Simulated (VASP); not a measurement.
A run of VASP 6.6.1 is set up as follows.

INCAR

```
PREC = Accurate
ENCUT = 520
EDIFF = 1E-6
ISMEAR = 0
SIGMA = 0.02
LREAL = F
LASPH = T
NELM = 60
ALGO = Normal
ISIF = 2
LWAVE = F
LCHARG = F
GGA = PE
NBANDS = 14
```

Contents of KPOINTS:

```
regular mesh
0
Gamma
  16 16 16
```

POSCAR

```
HfN
1.0
    0.0000000000      2.2099462613      2.2099462613
    2.2099462613      0.0000000000      2.2099462613
    2.2099462613      2.2099462613      0.0000000000
Hf N
1 1
Direct
    0.0000000000      0.0000000000      0.0000000000
    0.5000000000      0.5000000000      0.5000000000
```

Potentials or basis: VASP PAW PBE potentials, release 64 (Hf_pv, N).

Launch:

```bash
$ cat potpaw_PBE.64/Hf_pv/POTCAR potpaw_PBE.64/N/POTCAR > POTCAR
$ mpirun -np 1 vasp_std > vasp.out
```

Task: What does it give for the pressure?

Result: 24.5 GPa.

Task: Predict the band gap on the k mesh.

Result: Zero (an odd number of electrons rules out a gap without spin polarisation).

Caveat: the cell stands under pressure; spin-orbit coupling is left out, which moves the levels of the heavy elements.
